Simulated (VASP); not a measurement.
A run of VASP 6.6.1 is set up as follows.

Contents of POSCAR:

```
SiO2
1.0
   -2.4010072047      2.4010072047      3.6468984779
    2.4010072047     -2.4010072047      3.6468984779
    2.4010072047      2.4010072047     -3.6468984779
Si O
2 4
Direct
    0.0000000000      0.0000000000      0.0000000000
    0.7500000000      0.2500000000      0.5000000000
    0.9939483781      0.6250000000      0.8689483781
    0.3750000000      0.2439483781      0.3689483781
    0.7560516219      0.1250000000      0.1310516219
    0.8750000000      0.0060516219      0.6310516219
```

Contents of INCAR.step1:

```
SYSTEM = SiO2
PREC = Accurate
ENCUT = 520
ISMEAR = 0
SIGMA = 0.02
LREAL = .FALSE.
LASPH = .TRUE.
NELM = 80
NBANDS = 25
GGA = PE
ALGO = Normal
EDIFF = 1E-4
LWAVE = .TRUE.
LCHARG = .FALSE.
```

INCAR.step2

```
SYSTEM = SiO2
PREC = Accurate
ENCUT = 520
EDIFF = 1E-6
ISMEAR = 0
SIGMA = 0.02
LREAL = .FALSE.
LASPH = .TRUE.
NELM = 80
ALGO = Normal
ISIF = 2
LWAVE = .FALSE.
LCHARG = .FALSE.
METAGGA = R2SCAN
LMIXTAU = .TRUE.
NBANDS = 25
ISTART = 1
```

Contents of KPOINTS:

```
regular mesh
0
G
  8 8 8
  0 0 0
```

Potentials or basis: VASP PAW PBE potentials, release 64 (Si, O).

Command:

```console
$ cat potpaw_PBE.64/Si/POTCAR potpaw_PBE.64/O/POTCAR > POTCAR
$ cp INCAR.step1 INCAR
$ mpirun -np 1 vasp_std > vasp.out
$ cp INCAR.step2 INCAR
$ mpirun -np 1 vasp_std > vasp.out
```

What does it give for the band gap on the k mesh?

6.80 eV.

Estimate the pressure.

1.8 GPa.

Predict the largest force.

0.008 eV/Å.

Stress tensor (GPa, compression positive):
```
1.81 0.00 0.00
0.00 1.81 0.00
0.00 0.00 1.74
```

Caveat: the PAW data sets were made with another functional, which shifts forces and pressure a little. A k mesh can miss the band edges.
